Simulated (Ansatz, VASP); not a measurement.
**Two plane-wave programs on Hf2N**

```
CELL_PARAMETERS angstrom
5.31312 0.00000 0.00000
0.00000 5.31312 0.00000
0.00000 0.00000 3.24210
ATOMIC_POSITIONS crystal
Hf 0.29554 0.29554 0.00000
Hf 0.70446 0.70446 0.00000
Hf 0.79554 0.20446 0.50000
Hf 0.20446 0.79554 0.50000
N 0.00000 0.00000 0.00000
N 0.50000 0.50000 0.50000
```

Alike in both runs: task single point; functional PBEsol; k mesh 8 × 8 × 12; no spin polarisation.

|  | VASP | Ansatz |
| --- | --- | --- |
| version | VASP 6.6.1 | Ansatz 0.2.0 |
| potentials or method | VASP PAW PBE potentials, release 64 (Hf_pv, N), cutoff 520 eV | scalar-relativistic, plane waves, PAW |
| occupations | methfessel-paxton of order 1, width 0.01 eV | cold, width 0.01 eV |
| valence electrons in the cell | 50 | 114 |

|  | VASP | Ansatz | Ansatz less VASP |
| --- | --- | --- | --- |
| gap on the k mesh at the Fermi level (eV) | none | none | - |
| pressure (GPa) | -3.3 | -2.3 | +0.99 |
| traceless stress, the component that is largest in VASP (GPa) | -0.38 | -0.26 | +0.126 |
| rms of the force components (eV/Å) | 0.005 | 0.001 | -0.0046 |

VASP's potentials were made for PBE, not for PBEsol. Atom by atom the forces differ by 0.005 eV/Å (rms over components). A gap of «none» marks a metal or a gap that the smearing closes. VASP's potentials hold 50 valence electrons a cell and Ansatz's 114, so a difference there can come from the potentials and not from the codes.

Neither program's run includes spin-orbit coupling.
